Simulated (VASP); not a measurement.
Ba:

```xyz
1
Lattice="-2.5065 2.5065 2.5065 2.5065 -2.5065 2.5065 2.5065 2.5065 -2.5065" Properties=species:S:1:pos:R:3 pbc="T T T"
Ba    0.0000    0.0000    0.0000
```

```yaml
Program: VASP 6.6.1
Task: relaxation of volume and atoms at fixed shape
Functional: PBEsol
Potentials_or_basis: VASP PAW PBE potentials, release 64 (Ba_sv)
Cutoff: 500 eV
k_mesh: 7 × 7 × 7
Occupations: methfessel-paxton, width 0.1 eV
Spin: no spin polarisation
```

At the start: pressure -0.5 GPa; volume 62.99 Å³/atom.

Question: How do energy, volume and symmetry change on relaxing?

Answer: Over 3 steps the energy falls by 6.0 meV/atom and the volume is 59.37 Å³/atom (-5.7 %); space group Im-3m (No. 229, to 0.1 Å) before and after.

Step by step:
| step | energy change (eV) | largest force (eV/Å) | pressure (GPa) | volume (Å³) |
| --- | --- | --- | --- | --- |
| 1 | 0.0000 | 0.0000 | -0.51 | 62.99 |
| 2 | -0.0044 | 0.0000 | -0.27 | 61.19 |
| 3 | -0.0060 | 0.0000 | -0.01 | 59.37 |

Final structure:
```
Ba
1.0
    -2.45761    2.45761    2.45761
     2.45761   -2.45761    2.45761
     2.45761    2.45761   -2.45761
Ba
1
Direct
  0.00000 0.00000 0.00000
```

Caveat: the PAW data sets were made with another functional, which shifts forces and pressure a little.
